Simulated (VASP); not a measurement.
# ScSn3O8 (a cell with a defect) in VASP: a series of runs

Runs on ScSn3O8 (a cell with a defect). Level: PBEsol. Tasks: single point.

Everything below comes from runs of VASP 6.6.1. Logs are shortened: lines on timing, memory, paths and dates and some standing lists are left out, and cuts for length are marked.

## (1) The cell of the first run

The cell holds a defect, 12 atoms: a = 4.769 Å, b = 4.769 Å, c = 6.424 Å, α = 90.00°, β = 90.00°, γ = 90.00°.

## (2) Single point, PBEsol

Input file INCAR:

```
SYSTEM = ScSn3O8
PREC = Accurate
ENCUT = 520
EDIFF = 1E-6
ISMEAR = -1
SIGMA = 0.05
LREAL = .False.
LASPH = .True.
NELM = 60
ALGO = Normal
ISIF = 2
LWAVE = .False.
LCHARG = .True.
GGA = PS
LELF = .True.
LVHAR = .True.
NBANDS = 62
NELECT = 102.0
```

Input file KPOINTS:

```
Automatic mesh
0
Gamma
  2 2 2
  0.5 0.5 0.5
```

Input file POSCAR:

```
ScSn3O8
1.0
    4.7690460000      0.0000000000      0.0000000000
    0.0000000000      4.7690460000      0.0000000000
    0.0000000000      0.0000000000      6.4242020000
Sn Sc O
3 1 8
Direct
    0.0007000000      0.9843650000      0.9994890000
    0.0333200000      0.9779500000      0.4977180000
    0.5149070000      0.5114540000      0.7603700000
    0.5044100000      0.4971750000      0.2414400000
    0.2987120000      0.2968600000      0.0128140000
    0.3202110000      0.3345410000      0.5051300000
    0.7083510000      0.7053090000      0.0156420000
    0.7329830000      0.7238920000      0.5039570000
    0.1992850000      0.7889370000      0.2427120000
    0.2066040000      0.7748700000      0.7493610000
    0.7890690000      0.1973370000      0.2363970000
    0.8080210000      0.1882730000      0.7598690000
```

Potentials or basis: VASP PAW PBE potentials, release 64 (Sn_d, Sc_sv, O).

Command:

```
> cat potpaw_PBE.64/Sn_d/POTCAR potpaw_PBE.64/Sc_sv/POTCAR potpaw_PBE.64/O/POTCAR > POTCAR
> mpirun -np 1 vasp_std > vasp.out
```

OUTCAR:

```text
SYSTEM = ScSn3O8
   PREC = Accurate
   ENCUT = 520
   EDIFF = 1E-6
   ISMEAR = -1
   LREAL = .False.
   LASPH = .True.
   NELM = 60
   ISIF = 2
   GGA = PS
   NELECT = 102.0

 ion  position               nearest neighbor table
   1  0.001  0.984  0.999-   7 1.93  12 2.04   9 2.05   5 2.06  11 2.09  10 2.13   2 3.20   2 3.23
                             3 3.58   3 3.67   3 3.75
   2  0.033  0.978  0.498-   8 1.88   9 2.03  10 2.06   6 2.18  12 2.24  11 2.30   1 3.20   1 3.23
                             3 3.62   3 3.73
   3  0.515  0.511  0.760-  10 1.94   6 2.06  12 2.08   7 2.10   5 2.18   8 2.20   4 3.09   4 3.33
                             1 3.58   2 3.62   1 3.67   2 3.73   1 3.75
   4  0.504  0.497  0.241-  11 1.97   5 2.01   7 2.01   9 2.01   6 2.06   8 2.28   3 3.09   3 3.33

   5  0.299  0.297  0.013-   4 2.01   1 2.06   3 2.18
   6  0.320  0.335  0.505-   4 2.06   3 2.06   2 2.18
   7  0.708  0.705  0.016-   1 1.93   4 2.01   3 2.10
   8  0.733  0.724  0.504-   2 1.88   3 2.20   4 2.28
   9  0.199  0.789  0.243-   4 2.01   2 2.03   1 2.05
  10  0.207  0.775  0.749-   3 1.94   2 2.06   1 2.13
  11  0.789  0.197  0.236-   4 1.97   1 2.09   2 2.30
  12  0.808  0.188  0.760-   1 2.04   3 2.08   2 2.24

  LATTYP: Found a simple tetragonal cell.
 ALAT       =     4.7690460000
 C/A-ratio  =     1.3470622846

  Lattice vectors:

 A1 = (   4.7690460000,   0.0000000000,   0.0000000000)
 A2 = (   0.0000000000,   4.7690460000,   0.0000000000)
 A3 = (   0.0000000000,   0.0000000000,   6.4242020000)

Analysis of symmetry for initial positions (statically):
=====================================================================
 Subroutine PRICEL returns:
 Original cell was already a primitive cell.

 Routine SETGRP: Setting up the symmetry group for a
 simple tetragonal supercell.

 Subroutine GETGRP returns: Found  1 space group operations
 (whereof  1 operations were pure point group operations)
 out of a pool of 16 trial point group operations.

The static configuration has the point symmetry C_1 .

Analysis of symmetry for dynamics (positions and initial velocities):
=====================================================================
 Subroutine PRICEL returns:
 Original cell was already a primitive cell.
[... 112 lines left out ...]
   NFREE  =      0    steps in history (QN), initial steepest desc. (CG)
   ISIF   =      2    stress and relaxation
   ISYM   =      2    0-nonsym 1-usesym 2-fastsym
   POTIM  = 0.5000    time-step for ionic-motion
   TEBEG  =    0.0;   TEEND  =   0.0 temperature during run
   PSTRESS=    0.0 pullay stress
   NELECT =     102.0000    total number of electrons
   NUPDOWN=      -1.0000    fix difference up-down
   EMIN   =  10.00;   EMAX   =-10.00  energy-range for DOS
   EFERMI =   0.00;   METHOD = LEGACY
   ISMEAR =    -1;   SIGMA  =   0.05  broadening in eV -4-tet -1-fermi 0-gaus
   EFERMI_NEDOS =   21; number of points for ismear=-14 and -15
   IALGO  =     38    algorithm
   IMIX   =      4    mixing-type and parameters
     AMIX     =   0.40;   BMIX     =  1.00
     AMIX_MAG =   1.60;   BMIX_MAG =  1.00
  volume/ion in A,a.u.               =      12.18        82.17
  Fermi-wavevector in a.u.,A,eV,Ry     =   1.452270  2.744393 28.695902  2.109089
  Thomas-Fermi vector in A             =   2.569672
   LORBIT       =      0    0 simple, 1 ext, 2 COOP (PROOUT), +10 PAW based schemes
   GGA     = PS    functional components
   LHFCALC =     F    Hartree Fock is set to
   AEXX    =    0.0000 exact exchange contribution
   IVDW    =     0    specifies the selected vdW correction
   LEPSILON=     F    determine dielectric tensor
   LRPA    =     F    only Hartree local field effects (RPA)
 non-spin polarized calculation
  energy-cutoff  :      520.00
  volume of cell :      146.11
 maximum number of plane-waves:      3933
   NGX = 17   NGY = 17   NGZ = 23

 number of electron     102.0000021 magnetization

 Free energy of the ion-electron system (eV)
  ---------------------------------------------------
  ext. energy  EPLUGINS =         0.00000000
  ---------------------------------------------------
  free energy    TOTEN  =       -78.34089156 eV

  energy without entropy =      -78.34089156  energy(sigma->0) =      -78.34089156

 E-fermi :   6.1031     XC(G=0): -11.3687

 val. band max:        4.8066559108   @ k =  -0.2500   0.2500   0.2500
 cond. band min:       8.1877999284   @ k =  -0.2500  -0.2500   0.2500
 fundamental gap:      3.3811440176
 Fermi energy:         6.1031098509

 k-point     1 :       0.2500    0.2500    0.2500
  band No.  band energies     occupation
      1     -41.8584      2.00000
      2     -20.9062      2.00000
      3     -20.7729      2.00000
      4     -20.7403      2.00000
      5     -16.3439      2.00000
      6     -16.1217      2.00000
[... 249 lines left out ...]
     61      13.2565      0.00000
     62      13.9522      0.00000

------------------------ aborting loop because EDIFF is reached ----------------------------------------

  FORCE on cell =-STRESS in cart. coord.  units (eV):
  Direction    XX          YY          ZZ          XY          YZ          ZX
  --------------------------------------------------------------------------------------
  -------------------------------------------------------------------------------------
  Total       17.1191562     15.4545730     11.6071941     -0.8225233     -0.3976171      0.3836086
  in kB      187.7200782    169.4670933    127.2786667     -9.0193776     -4.3600696      4.2064596
  external PRESSURE =     161.4886127 kB  Pullay stress =       0.0000000 kB

 VOLUME and BASIS-vectors are now :
 -----------------------------------------------------------------------------
  energy-cutoff  :      520.00
  volume of cell :      146.11
      direct lattice vectors                 reciprocal lattice vectors
     4.769046000  0.000000000  0.000000000     0.209685543  0.000000000  0.000000000
     0.000000000  4.769046000  0.000000000     0.000000000  0.209685543  0.000000000
     0.000000000  0.000000000  6.424202000     0.000000000  0.000000000  0.155661357

 POSITION                                       TOTAL-FORCE (eV/Angst)
 -----------------------------------------------------------------------------------
      0.00334      4.69448      6.42092         0.906834      2.075629      0.922222
      0.15890      4.66389      3.19744         0.751732      3.502785     -0.798257
      2.45562      2.43915      4.88477         1.743788     -1.717636     -0.516102
      2.40555      2.37105      1.55106         0.507093     -0.442132      1.427338
      1.42457      1.41574      0.08232         0.350163      0.230528     -1.402899
      1.52710      1.59544      3.24506        -0.771821     -1.473099      0.462573
      3.37816      3.36365      0.10049        -1.178604     -1.180834     -1.550811
      3.49563      3.45227      3.23752        -3.053584     -2.649369      0.638913
      0.95040      3.76248      1.55923        -0.223743      0.915165      0.175360
      0.98530      3.69539      4.81405        -1.158227      1.892775      0.604153
      3.76311      0.94111      1.51866         1.804808     -1.222718      0.859548
      3.85349      0.89788      4.88155         0.321560      0.068907     -0.822038
 -----------------------------------------------------------------------------------
    total drift:                               -0.000848      0.001583      0.001035

  FREE ENERGIE OF THE ION-ELECTRON SYSTEM (eV)
  ---------------------------------------------------
  free  energy   TOTEN  =       -78.3408915615 eV

  energy  without entropy=      -78.3408915615  energy(sigma->0) =      -78.34089156
```

OSZICAR:

```text
N       E                     dE             d eps       ncg     rms          rms(c)
DAV:   1     0.173893239489E+04    0.17389E+04   -0.46597E+04   544   0.244E+03
DAV:   2     0.298963642640E+03   -0.14400E+04   -0.13755E+04   504   0.780E+02
DAV:   3    -0.596225336597E+02   -0.35859E+03   -0.34568E+03   586   0.298E+02
DAV:   4    -0.921524765703E+02   -0.32530E+02   -0.32210E+02   688   0.104E+02
DAV:   5    -0.933493370764E+02   -0.11969E+01   -0.11931E+01   736   0.222E+01    0.271E+01
DAV:   6    -0.782620413531E+02    0.15087E+02   -0.62348E+01   928   0.811E+01    0.107E+01
DAV:   7    -0.785018007319E+02   -0.23976E+00   -0.63532E+00   640   0.115E+01    0.662E+00
DAV:   8    -0.783934958104E+02    0.10830E+00   -0.12408E+00   648   0.686E+00    0.155E+00
DAV:   9    -0.783385977495E+02    0.54898E-01   -0.23498E-01   768   0.469E+00    0.458E-01
DAV:  10    -0.783404320005E+02   -0.18343E-02   -0.32632E-02   672   0.103E+00    0.213E-01
DAV:  11    -0.783409740915E+02   -0.54209E-03   -0.47057E-03   752   0.456E-01    0.133E-01
DAV:  12    -0.783408969809E+02    0.77111E-04   -0.11459E-03   720   0.300E-01    0.628E-02
DAV:  13    -0.783408943500E+02    0.26309E-05   -0.26509E-04   744   0.998E-02    0.320E-02
DAV:  14    -0.783408914040E+02    0.29461E-05   -0.34668E-05   680   0.420E-02    0.130E-02
DAV:  15    -0.783408918221E+02   -0.41816E-06   -0.17495E-05   672   0.247E-02    0.627E-03
DAV:  16    -0.783408915615E+02    0.26061E-06   -0.13060E-06   352   0.960E-03
   1 F= -.78340892E+02 E0= -.78340892E+02  d E =-.856420E-11
```

It took 30 s on 1 thread of Intel Xeon 6975P-C (Granite Rapids), shared host; peak memory 0.23 GiB.

What came out:

| Quantity | Value |
| --- | --- |
| Free energy | -78.3409 eV |
| Largest force | 4.093 eV/Å |

Forces in eV/Å, atoms in the order of the input:
```
Sn   0.907  2.076  0.922
Sn   0.752  3.503 -0.798
Sn   1.744 -1.718 -0.516
Sc   0.507 -0.442  1.427
O    0.350  0.231 -1.403
O   -0.772 -1.473  0.463
O   -1.179 -1.181 -1.551
O   -3.054 -2.649  0.639
O   -0.224  0.915  0.175
O   -1.158  1.893  0.604
O    1.805 -1.223  0.860
O    0.322  0.069 -0.822
```

Caveat: the k points lie up to 0.66 Å⁻¹ apart; the cell carries a net charge on a neutralising background, which shifts energy and pressure; the cell is charged against a uniform background, so pressure and absolute levels hang on convention; the PAW data sets were made with another functional, which shifts forces and pressure a little; spin-orbit coupling is left out, which moves the levels of the heavy elements.

## (3) Single point, PBEsol

Input file INCAR:

```
SYSTEM = ScSn3O8
  ALGO = Normal
  EDIFF = 1E-6
  ENCUT = 520
  GGA = PS
  ISIF = 2
  ISMEAR = -1
  LASPH = .TRUE.
  LCHARG = .FALSE.
  LREAL = .FALSE.
  LWAVE = .FALSE.
  NBANDS = 62
  NELECT = 102.0
  NELM = 60
  PREC = Accurate
  SIGMA = 0.05
```

Input file KPOINTS:

```
k-points
0
G
  2 2 2
  0 0 0
```

POSCAR is that of step 2.

Potentials or basis: VASP PAW PBE potentials, release 64 (Sn_d, Sc_sv, O).

Command:

```
> cat potpaw_PBE.64/Sn_d/POTCAR potpaw_PBE.64/Sc_sv/POTCAR potpaw_PBE.64/O/POTCAR > POTCAR
> mpirun -np 1 vasp_std > vasp.out
```

It took 50 s on 1 thread of Intel Xeon 6975P-C (Granite Rapids), shared host; peak memory 0.25 GiB.

It converged, with:

| Item | Value |
| --- | --- |
| Free energy | -78.2180 eV |
| Largest force | 4.085 eV/Å |

Forces in eV/Å, atoms in the order of the input:
```
Sn   0.913  2.073  0.959
Sn   0.733  3.487 -0.830
Sn   1.734 -1.719 -0.510
Sc   0.531 -0.441  1.410
O    0.371  0.243 -1.433
O   -0.754 -1.464  0.502
O   -1.181 -1.179 -1.596
O   -3.038 -2.639  0.704
O   -0.316  0.984  0.171
O   -1.166  1.892  0.593
O    1.844 -1.291  0.857
O    0.328  0.053 -0.826
```

Levels at points of the mesh, in eV from the Fermi level:
| k point | band 48 | band 49 | band 50 | band 51 | band 52 | band 53 | band 54 | band 55 |
| --- | --- | --- | --- | --- | --- | --- | --- | --- |
| (0.00, 0.00, 0.00) | -1.82 | -1.55 | -1.32 | -0.73 | 0.73 | 3.18 | 4.40 | 4.80 |
| (0.50, 0.00, 0.00) | -1.83 | -1.51 | -1.48 | -1.10 | 2.92 | 3.00 | 3.98 | 4.45 |
| (0.00, 0.50, 0.00) | -1.83 | -1.56 | -1.50 | -1.12 | 2.98 | 3.04 | 3.91 | 4.33 |
| (0.50, 0.50, 0.00) | -1.74 | -1.58 | -1.48 | -1.26 | 2.42 | 2.65 | 3.57 | 4.55 |
| (0.00, 0.00, 0.50) | -1.58 | -1.48 | -1.23 | -0.96 | 2.07 | 3.12 | 4.40 | 4.86 |
| (0.50, 0.00, 0.50) | -1.75 | -1.59 | -1.57 | -1.13 | 3.17 | 3.69 | 4.07 | 4.44 |
| (0.00, 0.50, 0.50) | -1.82 | -1.61 | -1.56 | -1.13 | 3.08 | 3.76 | 4.11 | 4.42 |
| (0.50, 0.50, 0.50) | -1.62 | -1.51 | -1.47 | -1.24 | 2.65 | 3.23 | 4.05 | 4.43 |

Caveat: the k points lie up to 0.66 Å⁻¹ apart; the cell carries a net charge on a neutralising background, which shifts energy and pressure; the cell is charged against a uniform background, so pressure and absolute levels hang on convention; the PAW data sets were made with another functional, which shifts forces and pressure a little; spin-orbit coupling is left out, which moves the levels of the heavy elements.

## (4) Single point, PBEsol

Input file INCAR:

```
  ALGO = Normal
  EDIFF = 1E-7
  ENCUT = 520
  GGA = PS
  ISIF = 2
  ISMEAR = 1
  LASPH = T
  LCHARG = F
  LREAL = F
  LWAVE = F
  NBANDS = 62
  NELECT = 102.0
  NELM = 100
  PREC = Accurate
  SIGMA = 0.05
```

Input file KPOINTS:

```
Automatic mesh
0
Gamma
  2 2 2
  0.5 0.5 0.5
```

POSCAR is that of step 3.

Command:

```
> cat potpaw_PBE.64/Sn_d/POTCAR potpaw_PBE.64/Sc_sv/POTCAR potpaw_PBE.64/O/POTCAR > POTCAR
> mpirun -np 1 vasp_std > vasp.out
```

Wall time 32 s (1 thread of Intel Xeon 6975P-C (Granite Rapids), shared host); peak memory 0.23 GiB.

Results (log left out):

* Free energy: -78.3394 eV
* Largest force: 4.093 eV/Å

Forces in eV/Å, atoms in the order of the input:
```
Sn   0.907  2.076  0.922
Sn   0.752  3.503 -0.798
Sn   1.744 -1.718 -0.516
Sc   0.507 -0.442  1.427
O    0.350  0.230 -1.403
O   -0.772 -1.472  0.462
O   -1.178 -1.181 -1.551
O   -3.054 -2.649  0.638
O   -0.224  0.915  0.175
O   -1.158  1.892  0.604
O    1.805 -1.223  0.860
O    0.322  0.069 -0.822
```

Levels at points of the mesh, in eV from the Fermi level:
| k point | band 48 | band 49 | band 50 | band 51 | band 52 | band 53 | band 54 | band 55 |
| --- | --- | --- | --- | --- | --- | --- | --- | --- |
| (0.25, 0.25, 0.25) | -0.78 | -0.55 | -0.35 | -0.13 | 3.40 | 4.43 | 5.44 | 5.64 |

Caveat: the k points lie up to 0.66 Å⁻¹ apart; the cell carries a net charge on a neutralising background, which shifts energy and pressure; the cell is charged against a uniform background, so pressure and absolute levels hang on convention; the PAW data sets were made with another functional, which shifts forces and pressure a little; spin-orbit coupling is left out, which moves the levels of the heavy elements.

(Part 1 of 2 ends here.)
